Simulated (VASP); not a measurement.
# Se (R-3) in VASP: notebook, part 2 of 2

VASP 6.6.1.

## 3. Relaxation of cell and atoms, PBE

This run uses another cell than the first one, of 29.79 Å³/atom.

INCAR

```
SYSTEM = Se
PREC = Accurate
ENCUT = 600
EDIFF = 1E-7
ISMEAR = 0
SIGMA = 0.02
LREAL = .FALSE.
LASPH = .TRUE.
NELM = 100
ALGO = Normal
ISIF = 3
LWAVE = .FALSE.
LCHARG = .FALSE.
GGA = PE
IBRION = 2
NSW = 100
EDIFFG = -0.005
```

KPOINTS

```
regular mesh
0
G
  6 6 6
  0 0 0
```

POSCAR

```
Se
1.0
    5.6553243318      3.2651030253      1.6131744806
   -5.6553243318      3.2651030253      1.6131744806
    0.0000000000     -6.5302060507      1.6131744806
Se
6
Direct
    0.8491438900      0.7259154400      0.0927317300
    0.7259154400      0.0927317300      0.8491438900
    0.0927317300      0.8491438900      0.7259154400
    0.1508561100      0.2740845600      0.9072682700
    0.2740845600      0.9072682700      0.1508561100
    0.9072682700      0.1508561100      0.2740845600
```

Potentials or basis: VASP PAW PBE potentials, release 64 (Se).

The run is started by

```console
$ cat potpaw_PBE.64/Se/POTCAR > POTCAR
$ mpirun -np 1 vasp_std > vasp.out
```

It took 46 min on 1 thread of Intel Xeon 6975P-C (Granite Rapids), shared host; peak memory 0.53 GiB.

Results (log left out):

```
Free energy                           : -20.8990 eV
Relaxed volume                        : 32.95 Å³/atom
Relaxed cell                          : a = 6.657 Å, b = 6.657 Å, c = 6.657 Å, α = 112.49°, β = 112.49°, γ = 112.49°
Space group after relaxing (to 0.1 Å) : R-3 (No. 148)
Energy gained by relaxing             : 12.7 meV/atom
Ionic steps                           : 28
Pressure after relaxing               : 0.0 GPa
Largest force after relaxing          : 0.005 eV/Å
Band gap on the k mesh                : 1.56 eV (least direct gap 1.64 eV)
```

Forces on the atoms (eV/Å):
```
Se  -0.001 -0.004  0.000
Se  -0.003  0.003  0.000
Se   0.004  0.001  0.000
Se   0.001  0.004  0.000
Se   0.003 -0.003  0.000
Se  -0.004 -0.001  0.000
```

Step by step:
| step | energy change (eV) | largest force (eV/Å) | pressure (GPa) | volume (Å³) |
| --- | --- | --- | --- | --- |
| 1 | 0.0000 | 0.3600 | 1.56 | 178.73 |
| 2 | 0.0001 | 0.3600 | -1.36 | 186.36 |
| 3 | -0.0271 | 0.0704 | 0.03 | 182.45 |
| 4 | -0.0296 | 0.0659 | 0.03 | 182.77 |
| 5 | -0.0363 | 0.0521 | 0.02 | 183.71 |
| 6 | -0.0476 | 0.0270 | 0.03 | 185.58 |
| 7 | -0.0607 | 0.0654 | 0.12 | 189.20 |
| 8 | -0.0447 | 0.2440 | 0.48 | 196.00 |
| 9 | -0.0607 | 0.1384 | 0.29 | 191.26 |
| 10 | -0.0633 | 0.0965 | 0.09 | 192.30 |
| 11 | -0.0647 | 0.0724 | -0.20 | 193.85 |
| 12 | -0.0669 | 0.0609 | -0.15 | 194.03 |
| 13 | -0.0707 | 0.0388 | 0.00 | 194.52 |
| 14 | -0.0709 | 0.0399 | 0.04 | 194.66 |
| 15 | -0.0713 | 0.0396 | 0.01 | 194.88 |
| 16 | -0.0722 | 0.0472 | -0.08 | 195.53 |
| 17 | -0.0728 | 0.0831 | -0.25 | 196.84 |
| 18 | -0.0730 | 0.0815 | -0.25 | 196.86 |
| 19 | -0.0733 | 0.0769 | -0.23 | 196.93 |
| 20 | -0.0739 | 0.0678 | -0.19 | 197.07 |
| 21 | -0.0748 | 0.0509 | -0.12 | 197.35 |
| 22 | -0.0752 | 0.0343 | 0.03 | 197.90 |
| 23 | -0.0753 | 0.0346 | -0.01 | 197.75 |
| 24 | -0.0754 | 0.0312 | -0.01 | 197.73 |
| 25 | -0.0756 | 0.0216 | 0.01 | 197.68 |
| 26 | -0.0759 | 0.0157 | 0.04 | 197.58 |
| 27 | -0.0759 | 0.0034 | -0.02 | 197.74 |
| 28 | -0.0759 | 0.0046 | -0.01 | 197.71 |

Final structure:
```cif
data_structure
_symmetry_space_group_name_H-M 'P 1'
_symmetry_Int_Tables_number 1
_cell_length_a 6.6566
_cell_length_b 6.6566
_cell_length_c 6.6566
_cell_angle_alpha 112.486
_cell_angle_beta 112.486
_cell_angle_gamma 112.486
_cell_volume 197.71
loop_
_atom_site_label
_atom_site_type_symbol
_atom_site_fract_x
_atom_site_fract_y
_atom_site_fract_z
_atom_site_occupancy
Se1 Se 0.86167 0.73351 0.11342 1
Se2 Se 0.73351 0.11342 0.86167 1
Se3 Se 0.11342 0.86167 0.73351 1
Se4 Se 0.13833 0.26649 0.88658 1
Se5 Se 0.26649 0.88658 0.13833 1
Se6 Se 0.88658 0.13833 0.26649 1
```

Levels at points of the mesh, in eV from the valence-band top:
```tsv
k point	band 14	band 15	band 16	band 17	band 18	band 19	band 20	band 21	band 22
(0.00, 0.00, 0.00)	-0.58	-0.58	-0.55	-0.32	-0.32	2.20	2.20	2.64	3.00
(0.50, 0.00, 0.00)	-0.95	-0.95	-0.56	-0.16	0.00	2.15	2.32	2.54	2.87
(0.50, 0.50, 0.00)	-1.20	-1.03	-0.92	-0.68	0.00	1.64	2.25	2.56	2.64
(0.50, 0.50, 0.50)	-0.98	-0.98	-0.90	-0.90	-0.54	1.82	1.82	2.52	3.26
```

Caveat: this functional lacks dispersion, which holds the molecules together, so the pressure and a relaxed volume are unreliable.

## 4. Relaxation of cell and atoms, PBE

INCAR

```
PREC = Accurate
ENCUT = 600
EDIFF = 1E-7
ISMEAR = 0
SIGMA = 0.02
LREAL = False
LASPH = True
NELM = 100
ALGO = Normal
ISIF = 3
LWAVE = False
LCHARG = False
GGA = PE
IBRION = 2
NSW = 100
EDIFFG = -0.005
```

KPOINTS

```
regular mesh
0
Gamma
  6 6 6
```

POSCAR

```
Se
1.0
    5.5239698692      3.1892654910      1.8727498916
   -5.5239698692      3.1892654910      1.8727498916
    0.0000000000     -6.3785309820      1.8727498915
Se
6
Direct
    0.8617904324      0.7343348828      0.1144805641
    0.7343348828      0.1144805641      0.8617904324
    0.1144805641      0.8617904324      0.7343348828
    0.1382095676      0.2656651172      0.8855194359
    0.2656651172      0.8855194359      0.1382095676
    0.8855194359      0.1382095676      0.2656651172
```

The run is started by

```console
$ cat potpaw_PBE.64/Se/POTCAR > POTCAR
$ mpirun -np 1 vasp_std > vasp.out
```

It took 4.6 min on 1 thread of Intel Xeon 6975P-C (Granite Rapids), shared host; peak memory 0.51 GiB.

It converged, with:

```
Free energy                           : -20.8998 eV
Relaxed volume                        : 33.04 Å³/atom
Relaxed cell                          : a = 6.651 Å, b = 6.651 Å, c = 6.651 Å, α = 112.40°, β = 112.40°, γ = 112.40°
Space group after relaxing (to 0.1 Å) : R-3 (No. 148)
Energy gained by relaxing             : 0.0 meV/atom
Ionic steps                           : 3
Pressure after relaxing               : 0.0 GPa
Largest force after relaxing          : 0.005 eV/Å
Band gap on the k mesh                : 1.57 eV (least direct gap 1.64 eV)
```

Forces on the atoms (eV/Å):
```
Se   0.002 -0.001 -0.004
Se  -0.002 -0.001 -0.004
Se   0.000  0.002 -0.004
Se  -0.002  0.001  0.004
Se   0.002  0.001  0.004
Se   0.000 -0.002  0.004
```

Step by step:
```tsv
step	energy change (eV)	largest force (eV/Å)	pressure (GPa)	volume (Å³)
1	0.0000	0.0322	0.10	197.96
2	0.0000	0.0241	-0.11	198.55
3	-0.0002	0.0049	0.00	198.25
```

Final structure:
```cif
data_structure
_symmetry_space_group_name_H-M 'P 1'
_symmetry_Int_Tables_number 1
_cell_length_a 6.6514
_cell_length_b 6.6514
_cell_length_c 6.6514
_cell_angle_alpha 112.396
_cell_angle_beta 112.396
_cell_angle_gamma 112.396
_cell_volume 198.25
loop_
_atom_site_label
_atom_site_type_symbol
_atom_site_fract_x
_atom_site_fract_y
_atom_site_fract_z
_atom_site_occupancy
Se1 Se 0.86167 0.73419 0.11442 1
Se2 Se 0.73419 0.11442 0.86167 1
Se3 Se 0.11442 0.86167 0.73419 1
Se4 Se 0.13833 0.26581 0.88558 1
Se5 Se 0.26581 0.88558 0.13833 1
Se6 Se 0.88558 0.13833 0.26581 1
```

Levels at points of the mesh, in eV from the valence-band top:
| k point | band 15 | band 16 | band 17 | band 18 | band 19 | band 20 | band 21 | band 22 |
| --- | --- | --- | --- | --- | --- | --- | --- | --- |
| (0.00, 0.00, 0.00) | -0.59 | -0.55 | -0.32 | -0.32 | 2.21 | 2.21 | 2.65 | 3.00 |
| (0.50, 0.00, 0.00) | -0.94 | -0.56 | -0.17 | 0.00 | 2.16 | 2.33 | 2.54 | 2.87 |
| (0.50, 0.50, 0.00) | -1.02 | -0.92 | -0.67 | 0.00 | 1.64 | 2.26 | 2.56 | 2.63 |
| (0.50, 0.50, 0.50) | -0.98 | -0.89 | -0.89 | -0.55 | 1.82 | 1.82 | 2.54 | 3.25 |

Caveat: this functional lacks dispersion, which holds the molecules together, so the pressure and a relaxed volume are unreliable. A k mesh can miss the band edges.

## 5. Single point, PBE

This run uses another cell than the first one, of 29.79 Å³/atom.

INCAR

```
ALGO = Normal
EDIFF = 1E-6
ENCUT = 520
GGA = PE
ISIF = 2
ISMEAR = 0
LASPH = T
LCHARG = F
LREAL = F
LWAVE = F
NBANDS = 27
NELM = 100
PREC = Accurate
SIGMA = 0.1
```

KPOINTS

```
k-points
0
Gamma
  6 6 6
```

POSCAR

```
Se
1.0
    5.6553243318      3.2651030253      1.6131744806
   -5.6553243318      3.2651030253      1.6131744806
    0.0000000000     -6.5302060507      1.6131744806
Se
6
Direct
    0.8491438900      0.7259154400      0.0927317300
    0.7259154400      0.0927317300      0.8491438900
    0.0927317300      0.8491438900      0.7259154400
    0.1508561100      0.2740845600      0.9072682700
    0.2740845600      0.9072682700      0.1508561100
    0.9072682700      0.1508561100      0.2740845600
```

The run is started by

```console
$ cat potpaw_PBE.64/Se/POTCAR > POTCAR
$ mpirun -np 1 vasp_std > vasp.out
```

Run time: 1.8 min. Hardware: 1 thread of Intel Xeon 6975P-C (Granite Rapids), shared host; peak memory 0.4 GiB.

The run converged. Its results:

```yaml
Free_energy: -20.8227 eV
Pressure: 1.6 GPa
Largest_force: 0.361 eV/Å
Band_gap_on_the_k_mesh: 1.48 eV (least direct gap 1.67 eV)
```

Forces on the atoms (eV/Å):
```
Se   0.106 -0.269 -0.215
Se  -0.286  0.043 -0.215
Se   0.180  0.227 -0.215
Se  -0.106  0.269  0.215
Se   0.286 -0.043  0.215
Se  -0.180 -0.227  0.215
```

Stress tensor (GPa, compression positive):
```
1.73 0.00 0.00
0.00 1.73 0.00
0.00 0.00 1.24
```

Levels at points of the mesh, in eV from the valence-band top:
```
           k point  band 15  band 16  band 17  band 18  band 19  band 20  band 21  band 22
(0.00, 0.00, 0.00)    -0.57    -0.57    -0.45    -0.45     2.01     2.01     2.69     3.03
(0.50, 0.00, 0.00)    -1.01    -0.65    -0.14    -0.09     1.99     2.18     2.69     3.10
(0.50, 0.50, 0.00)    -1.13    -0.97    -0.72    -0.15     1.67     2.05     2.51     2.96
(0.50, 0.50, 0.50)    -1.19    -1.03    -1.03    -0.07     1.75     1.75     2.29     3.68
```

Caveat: this functional lacks dispersion, which holds the molecules together, so the pressure and a relaxed volume are unreliable. A k mesh can miss the band edges.

## 6. Overview

```csv
task,cell,cutoff (eV),smearing,gap on the mesh (eV),pressure (GPa),relaxed volume (Å³/atom),largest force (eV/Å)
single point,"a = 6.648 Å, angles 112.4°, 6 atoms, atomic positions A",520,gaussian 0.02 eV,1.57,0.1,-,0.03
relaxation of cell and atoms,"relaxed from a = 6.727 Å, angles 114.4°, 6 atoms, atomic positions B",600,gaussian 0.02 eV,1.56,0.0,32.95,-
relaxation of cell and atoms,"relaxed from a = 6.648 Å, angles 112.4°, 6 atoms, atomic positions A",600,gaussian 0.02 eV,1.57,0.0,33.04,-
single point,"a = 6.727 Å, angles 114.4°, 6 atoms, atomic positions B",520,gaussian 0.1 eV,1.48,1.6,-,0.36
```

Alike in all rows: level PBE; potentials or basis VASP PAW PBE potentials, release 64 (Se); no spin polarisation; k mesh 6 × 6 × 6.

Caveats: this functional lacks dispersion, which holds the molecules together, so the pressure and a relaxed volume are unreliable.

Total energies depend on the potentials used, so only differences within one code and one set of settings carry meaning.
